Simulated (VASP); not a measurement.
# KTaO3: single point with LDA

Crystal: KTaO3.

```
K Ta O
1.0
     3.90853    0.00000    0.00000
     0.00000    3.90853    0.00000
     0.00000    0.00000    3.98830
K Ta O
1 1 3
Direct
  0.50000 0.50000 0.50000
  0.00000 0.00000 0.00000
  0.50000 0.00000 0.00000
  0.00000 0.50000 0.00000
  0.00000 0.00000 0.50000
```

This cell differs from its parent crystal: equal xx and yy strain of -2 %.

| Item | Value |
| --- | --- |
| Program | VASP 6.6.1 |
| Task | single point |
| Functional | LDA |
| Potentials or basis | VASP PAW LDA potentials, release 64 (K_sv, Ta_pv, O) |
| Cutoff | 520 eV |
| k mesh | 5 × 5 × 5 |
| Occupations | fermi-dirac, width 0.01 eV |
| Spin | no spin polarisation |
| Dipole correction | no |
| Further INCAR settings | ALGO = Normal; EDIFF = 1e-06; NBANDS = 27 |

| Item | Value |
| --- | --- |
| Pressure | 4.5 GPa |
| Band gap on the k mesh | 2.20 eV (least direct gap 2.67 eV) |

Stress tensor (GPa, compression positive):
```
 7.42  0.00  0.00
 0.00  7.42  0.00
 0.00  0.00 -1.24
```

Levels at points of the mesh, in eV from the valence-band top:
```csv
k point,band 16,band 17,band 18,band 19,band 20,band 21,band 22,band 23
"(0.00, 0.00, 0.00)",-0.99,-0.50,-0.47,-0.47,2.20,2.20,2.23,6.73
```

Run time: 64 s on 1 thread of Intel Xeon 8259CL (shared host), peak memory 0.17 GiB.

Caveat: the cell differs from its parent crystal (equal xx and yy strain of -2 %); the cell stands under pressure; spin-orbit coupling is left out, which moves the levels of the heavy elements; an odd mesh through Γ misses points on the zone boundary, where band edges can lie.
